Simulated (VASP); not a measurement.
A run of VASP 6.6.1 is set up as follows.

The input INCAR:

```
SYSTEM = C
PREC = Accurate ; ENCUT = 520
EDIFF = 1E-6 ; ISMEAR = 0
SIGMA = 0.05 ; LREAL = .False.
LASPH = .True. ; NELM = 80
ALGO = Normal ; ISIF = 2
LWAVE = .False. ; LCHARG = .False.
GGA = PS ; NBANDS = 31
```

Contents of KPOINTS:

```
Automatic mesh
0
Gamma
  12 12 12
  0 0 0
```

The input POSCAR:

```
C
1.0
    1.2534231687      0.7236642039     10.1618296740
   -1.2534231687      0.7236642039     10.1618296740
    0.0000000000     -1.4473284077     10.1618296740
C
10
Direct
    0.0248215789      0.0248215789      0.0248215789
    0.9751784211      0.9751784211      0.9751784211
    0.1086886328      0.1086886328      0.1086886328
    0.8913113672      0.8913113672      0.8913113672
    0.1583653670      0.1583653670      0.1583653670
    0.8416346330      0.8416346330      0.8416346330
    0.3748636560      0.3748636560      0.3748636560
    0.6251363440      0.6251363440      0.6251363440
    0.4253184939      0.4253184939      0.4253184939
    0.5746815061      0.5746815061      0.5746815061
```

Potentials or basis: VASP PAW PBE potentials, release 64 (C).

Launch:

```bash
$ cat potpaw_PBE.64/C/POTCAR > POTCAR
$ mpirun -np 1 vasp_std > vasp.out
```

(1) Predict the pressure.

(2) Estimate the largest force.

(3) What does it give for the band gap on the k mesh?

Answers

(1) 8.3 GPa.

(2) 0.102 eV/Å.

(3) 4.28 eV (least direct gap 5.18 eV).

Caveat: the cell differs from its parent crystal (strain -0.0150 x Voigt [0, 0, 1, 0, 0, 0]); the stress differs along the axes, from 2 to 21 GPa; the PAW data sets were made with another functional, which shifts forces and pressure a little.
